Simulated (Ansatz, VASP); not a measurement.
**Ge in VASP and in Ansatz**

Contents of INCAR:

```
ALGO = Normal
EDIFF = 1E-6
ENCUT = 500
GGA = PE
GGA_COMPAT = F
ISIF = 2
ISMEAR = 0
LASPH = T
LCHARG = T
LELF = T
LREAL = F
LVHAR = T
LWAVE = F
NBANDS = 21
NELM = 120
PREC = Accurate
SIGMA = 0.1
```

KPOINTS

```
k-points
0
Gamma
  12 12 12
```

File POSCAR:

```
Ge
1.0
    0.0000000000      2.8514574344      2.8514574344
    2.8514574344      0.0000000000      2.8514574344
    2.8514574344      2.8514574344      0.0000000000
Ge
2
Direct
    0.0000000000      0.0000000000      0.0000000000
    0.2500000000      0.2500000000      0.2500000000
```

Input for Ansatz:

```yaml
crystal:
  lattice:
    - [0.0, 2.8514574344, 2.8514574344]
    - [2.8514574344, 0.0, 2.8514574344]
    - [2.8514574344, 2.8514574344, 0.0]
  atoms:
    - { symbol: Ge, position: [0.0, 0.0, 0.0] }
    - { symbol: Ge, position: [0.25, 0.25, 0.25] }
basis: {}
kpoints:
  mp_grid: { grid: [12, 12, 12] }
hamiltonian:
  xc: pbe
  pseudopotentials: { kind: all_electron, lapw: {} }
scf:
  occupations: { method: gaussian, width: 0.1 }
output:
  forces: true
  stress: true
  eigenvalues: true
```

Alike in both runs: task single point; functional PBE; k mesh 12 × 12 × 12; occupations gaussian, width 0.1 eV; no spin polarisation.

|  | VASP | Ansatz |
| --- | --- | --- |
| version | VASP 6.6.1 | Ansatz 0.2.0 |
| potentials or method | VASP PAW PBE potentials, release 64 (Ge_d), cutoff 500 eV | scalar-relativistic, all-electron LAPW |

VASP gave:

```
gap on the k mesh at the Fermi level (eV) : none
pressure (GPa)                            : 1.8
```

**Question.** Estimate Ansatz's values.

**Answer.** gap on the k mesh at the Fermi level (eV): none; pressure (GPa): 1.9.

A gap of «none» marks a metal or a gap that the smearing closes. Ansatz ran all-electron here, and VASP with PAW potentials.
